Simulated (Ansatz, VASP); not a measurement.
# SrTl in VASP and in Ansatz

File INCAR:

```
SYSTEM = SrTl
PREC = Accurate
ENCUT = 520
EDIFF = 1E-7
ISMEAR = -1
SIGMA = 0.05
LREAL = .False.
LASPH = .True.
NELM = 80
ALGO = Normal
ISIF = 2
LWAVE = .False.
LCHARG = .False.
GGA = CA
NBANDS = 18
```

Contents of KPOINTS:

```
Automatic mesh
0
Gamma
  8 8 8
  0 0 0
```

Contents of POSCAR:

```
SrTl
1.0
    4.1110789000      0.0000000000      0.0000000000
    0.0000000000      4.1110789000      0.0000000000
    0.0000000000      0.0000000000      4.1110789000
Sr Tl
1 1
Direct
    0.0000000000      0.0000000000      0.0000000000
    0.5000000000      0.5000000000      0.5000000000
```

Input for Ansatz:

```yaml
crystal:
  lattice:
    - [4.1110789, 0.0, 0.0]
    - [0.0, 4.1110789, 0.0]
    - [0.0, 0.0, 4.1110789]
  atoms:
    - { symbol: Sr, position: [0.0, 0.0, 0.0] }
    - { symbol: Tl, position: [0.5, 0.5, 0.5] }
kpoints:
  mp_grid: { grid: [8, 8, 8] }
  band_path:
    path:
      - [0.0, 0.0, 0.0]
      - [0.0, 0.5, 0.0]
      - [0.5, 0.5, 0.0]
      - [0.0, 0.0, 0.0]
      - [0.5, 0.5, 0.5]
      - [0.0, 0.5, 0.0]
      - [0.5, 0.5, 0.5]
      - [0.5, 0.5, 0.0]
    npoints: 5
scf:
  occupations: { method: fermi_dirac, width: 0.05 }
hamiltonian:
  xc: lda
  pseudopotentials: { kind: all_electron, lapw: { basis_error: 0.0005 } }
output:
  forces: true
  stress: true
  eigenvalues: true
```

Change from the starting cell: volume scaled by 1.06.

Alike in both runs: task single point; functional LDA; k mesh 8 × 8 × 8; occupations fermi-dirac, width 0.05 eV; no spin polarisation.

|  | VASP | Ansatz |
| --- | --- | --- |
| version | VASP 6.6.1 | Ansatz 0.2.0 |
| potentials or method | VASP PAW LDA potentials, release 64 (Sr_sv, Tl_d), cutoff 520 eV | all-electron LAPW, scalar-relativistic |

```tsv
	VASP	Ansatz	Ansatz less VASP
pressure (GPa)	-3.1	-3.2	-0.05
```

LDA's correlation is that of Perdew and Zunger in VASP and of Perdew and Wang (1992) in Ansatz. Ansatz ran all-electron here, and VASP with PAW potentials.

Spin-orbit coupling is off throughout.
